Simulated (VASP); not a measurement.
Runs of VASP 6.6.1 on SiNi3. The structure is that of space group Pm-3m (No. 221), or close to it. The cells are those of the table. 

| level | cell | k mesh | cutoff (eV) | smearing | gap on the mesh (eV) | pressure (GPa) |
| --- | --- | --- | --- | --- | --- | --- |
| PBEsol | a = 3.351 Å, 4 atoms | 12 × 12 × 12 | 600 | gaussian 0.1 eV | none | (a) |
| PBE | a = 3.348 Å, 4 atoms | 14 × 14 × 14 | 520 | gaussian 0.1 eV | none | 40.6 |
| PBE | a = 3.351 Å, 4 atoms | 12 × 12 × 12 | 520 | gaussian 0.1 eV | none | 39.7 |
| PBE | a = 3.611 Å, 4 atoms | 14 × 14 × 14 | 520 | gaussian 0.1 eV | none | (b) |
| PBE | a = 3.506 Å, 4 atoms | 16 × 16 × 16 | 600 | gaussian 0.15 eV | none | 0.0 |

Alike in all rows: task single point; potentials or basis VASP PAW PBE potentials, release 64 (Si, Ni); no spin polarisation.

Q: Estimate the missing entries.

A: (a) 29.1; (b) -15.1.

Caveats: the PAW data sets were made with another functional, which shifts forces and pressure a little (some runs).

A gap of «none» marks levels without a gap at the run's occupations.
